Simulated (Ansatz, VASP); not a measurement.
# Two plane-wave programs on Te

The input POSCAR:

```
Te
1.0
    4.4540000000      0.0000000000      0.0000000000
   -2.2270000000      3.8572771485      0.0000000000
    0.0000000000      0.0000000000      5.9240000000
Te
3
Direct
    0.7310000000      0.7310000000      0.0000000000
    0.0000000000      0.2690000000      0.6666666667
    0.2690000000      0.0000000000      0.3333333333
```

INCAR.step1

```
SYSTEM = Te
  PREC = Accurate
  ENCUT = 520
  ISMEAR = -1
  SIGMA = 0.05
  LREAL = .False.
  LASPH = .True.
  NELM = 60
  NBANDS = 16
  GGA = PE
  ALGO = Normal
  EDIFF = 1E-4
  LWAVE = .True.
  LCHARG = .False.
```

Contents of INCAR.step2:

```
SYSTEM = Te
  PREC = Accurate
  ENCUT = 520
  EDIFF = 1E-6
  ISMEAR = -1
  SIGMA = 0.05
  LREAL = .False.
  LASPH = .True.
  NELM = 60
  ALGO = Normal
  ISIF = 2
  LWAVE = .False.
  LCHARG = .False.
  METAGGA = R2SCAN
  LMIXTAU = .True.
  NBANDS = 16
  ISTART = 1
```

Contents of KPOINTS:

```
regular mesh
0
Gamma
  7 7 5
  0 0 0
```

The input input.yaml:

```yaml
crystal:
  lattice:
    - [4.454, 0.0, 0.0]
    - [-2.227, 3.8572771485, 0.0]
    - [0.0, 0.0, 5.924]
  atoms:
    - { symbol: Te, position: [0.731, 0.731, 0.0] }
    - { symbol: Te, position: [0.0, 0.269, 0.6666666667] }
    - { symbol: Te, position: [0.269, 0.0, 0.3333333333] }
hamiltonian:
  xc: r2scan
  pseudopotentials: { kind: paw }
kpoints:
  mp_grid: { grid: [7, 7, 5] }
  band_path:
    path:
      - [[0.0, 0.0, 0.0], [0.5, 0.0, 0.0], [0.3333333333, 0.3333333333, 0.0], [0.0, 0.0, 0.0], [0.0, 0.0, 0.5], [0.5, 0.0, 0.5], [0.3333333333, 0.3333333333, 0.5], [0.0, 0.0, 0.5]]
      - [[0.5, 0.0, 0.5], [0.5, 0.0, 0.0]]
      - [[0.3333333333, 0.3333333333, 0.0], [0.3333333333, 0.3333333333, 0.5]]
    npoints: 14
scf:
  occupations: { method: fermi_dirac, width: 0.05 }
  n_extra_bands: 7
output:
  forces: true
  stress: true
  eigenvalues: true
  fatbands: false
```

Alike in both runs: functional r2SCAN; k mesh 7 × 7 × 5; occupations fermi-dirac, width 0.05 eV; no spin polarisation.

|  | VASP | Ansatz |
| --- | --- | --- |
| version | VASP 6.6.1 | Ansatz 0.2.0 |
| potentials or method | VASP PAW PBE potentials, release 64 (Te) | Ansatz PAW |
| plane-wave cutoff (eV) | 520 | 500 |
| valence electrons in the cell | 18 | 48 |
| task | single point | band structure |

|  | VASP | Ansatz | Ansatz less VASP |
| --- | --- | --- | --- |
| pressure (GPa) | 0.9 | 0.9 | -0.02 |
| rms of the force components (eV/Å) | 0.036 | 0.051 | +0.0159 |

VASP's potentials were made for PBE, not for r2SCAN. Atom by atom the forces differ by 0.016 eV/Å (rms over components). VASP's potentials hold 18 valence electrons a cell and Ansatz's 48, so a difference there can come from the potentials and not from the codes.

Neither program's run includes spin-orbit coupling.
